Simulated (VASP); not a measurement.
# SiC: relaxation of cell and atoms with LDA

SiC:

```
CELL_PARAMETERS angstrom
2.16449 2.16449 0.00000
-2.16449 2.16449 0.00000
0.00000 2.16449 2.16449
ATOMIC_POSITIONS crystal
Si 0.00000 0.00000 0.00000
C 0.75000 0.25000 0.50000
```

- Program: VASP 6.6.1
- Task: relaxation of cell and atoms
- Functional: LDA
- Potentials or basis: VASP PAW LDA potentials, release 64 (Si, C)
- Cutoff: 600 eV
- k mesh: 10 × 10 × 10
- Occupations: gaussian, width 0.01 eV
- Spin: no spin polarisation
- Target pressure: -2 GPa
- Dipole correction: no
- Further INCAR settings: ALGO = Normal; EDIFF = 1e-06; IBRION = 2; EDIFFG = -0.002; NSW = 100; ISIF = 3

```
Relaxed volume                                             : 10.24 Å³/atom
Relaxed cell                                               : a = 3.071 Å, b = 3.071 Å, c = 3.071 Å, α = 60.00°, β = 60.00°, γ = 90.00°
Space group after relaxing (to 0.1 Å)                      : F-43m (No. 216)
Energy change on relaxing (the run minimises the enthalpy) : +0.6 meV/atom
Ionic steps                                                : 3
Pressure after relaxing                                    : -2.0 GPa
Band gap on the k mesh                                     : 1.30 eV (least direct gap 4.51 eV)
```

The path:
| step | energy change (eV) | largest force (eV/Å) | pressure (GPa) | volume (Å³) |
| --- | --- | --- | --- | --- |
| 1 | 0.0000 | 0.0000 | 0.26 | 20.28 |
| 2 | 0.0054 | 0.0000 | -4.29 | 20.70 |
| 3 | 0.0011 | 0.0000 | -2.00 | 20.49 |

Final structure:
```
CELL_PARAMETERS angstrom
2.17172 2.17172 0.00000
-2.17172 2.17172 0.00000
0.00000 2.17172 2.17172
ATOMIC_POSITIONS crystal
Si 0.00000 0.00000 0.00000
C 0.75000 0.25000 0.50000
```

Levels at points of the mesh, in eV from the valence-band top:
| k point | band 2 | band 3 | band 4 | band 5 | band 6 | band 7 |
| --- | --- | --- | --- | --- | --- | --- |
| (0.00, 0.00, 0.00) | 0.00 | 0.00 | 0.00 | 6.41 | 7.26 | 7.26 |
| (0.50, 0.00, 0.00) | -8.61 | -1.06 | -1.06 | 5.48 | 7.17 | 7.17 |
| (0.50, 0.50, 0.00) | -7.84 | -3.21 | -3.21 | 1.30 | 4.22 | 13.94 |

Wall time 9.2 s on 1 thread of Intel Xeon 8259CL, on a shared host, peak memory 0.13 GiB.

Caveat: the cell is relaxed towards a set pressure, so the run minimises the enthalpy, not the energy. A k mesh can miss the band edges.
